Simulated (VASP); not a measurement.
Set up this calculation in VASP 6.6.1, as the native input.

- Task: single point
- Functional: PBEsol
- Potentials or basis: VASP PAW PBE potentials, release 64 (Ag, Cl)
- Cutoff: 520 eV
- k mesh: 6 × 6 × 6
- Occupations: gaussian, width 0.01 eV
- Spin: no spin polarisation
- Dipole correction: no
- Further INCAR settings: ALGO = Normal; EDIFF = 1e-06; NBANDS = 16

The structure of AgCl lies in POSCAR:

```
AgCl
1.0
    3.5661769097      0.0000000000      0.0000000000
    0.0000000000      3.5661769097      0.0000000000
    0.0000000000      0.0000000000      3.5661769097
Ag Cl
1 1
Direct
    0.0000000000      0.0000000000      0.0000000000
    0.5000000000      0.5000000000      0.5000000000
```

The input as run:

INCAR

```
PREC     = Accurate       # precision mode
ENCUT    = 520            # plane-wave cutoff, eV
EDIFF    = 1E-6           # SCF threshold, eV
ISMEAR   = 0              # smearing method
SIGMA    = 0.01           # smearing width, eV
LREAL    = False          # projectors in reciprocal space
LASPH    = True           # aspherical terms in the spheres
NELM     = 60             # most SCF steps
ALGO     = Normal         # electronic algorithm
ISIF     = 2              # what is computed and relaxed
LWAVE    = False          # write WAVECAR
LCHARG   = False          # write CHGCAR
GGA      = PS             # functional
NBANDS   = 16             # bands
```

KPOINTS

```
Automatic mesh
0
Gamma
  6 6 6
```

Potentials or basis: VASP PAW PBE potentials, release 64 (Ag, Cl).

Launch:

```bash
$ cat potpaw_PBE.64/Ag/POTCAR potpaw_PBE.64/Cl/POTCAR > POTCAR
$ mpirun -np 1 vasp_std > vasp.out
```

It gave:

| Property | Result |
| --- | --- |
| Pressure | -7.6 GPa |
| Band gap on the k mesh | 0.41 eV (least direct gap 1.60 eV) |

Caveat: the cell stands under tension; the PAW data sets were made with another functional, which shifts forces and pressure a little.

Run time: 27 s on 1 thread of Intel Xeon 8259CL, on a shared host, peak memory 0.16 GiB.
